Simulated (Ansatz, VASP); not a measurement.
One calculation of HO, two programs

```xyz
2
Lattice="15.0000 0.0000 0.0000 0.0000 15.5000 0.0000 0.0000 0.0000 16.0000" Properties=species:S:1:pos:R:3 pbc="T T T"
O     7.3133    7.7341    7.5443
H     7.6867    7.7659    8.4557
```

Alike in both runs: functional PBEsol; k mesh 1 × 1 × 1; occupations gaussian, width 0.005 eV; collinear spin.

Ansatz relaxed the structure, and its values are those at the end. VASP's run is a single point on that final structure, the one shown.

```csv
,VASP,Ansatz
version,VASP 6.6.1,Ansatz 0.2.0
potentials or method,"VASP PAW PBE potentials, release 64 (O, H), cutoff 520 eV","scalar-relativistic, plane waves, PAW"
valence electrons in the cell,7,7
```

```csv
,VASP,Ansatz,Ansatz less VASP
gap on the k mesh at the Fermi level (eV),0.69,0.68,-0.009
rms of the force components (eV/Å),0.085,0.000,-0.0845
net moment per atom (μB),0.50,0.50,0.000
size of the moment on the site where the two differ most (μB),0.77,0.33,-0.440
```

VASP's potentials were made for PBE, not for PBEsol. Site moments also hang on the region over which each program counts them.
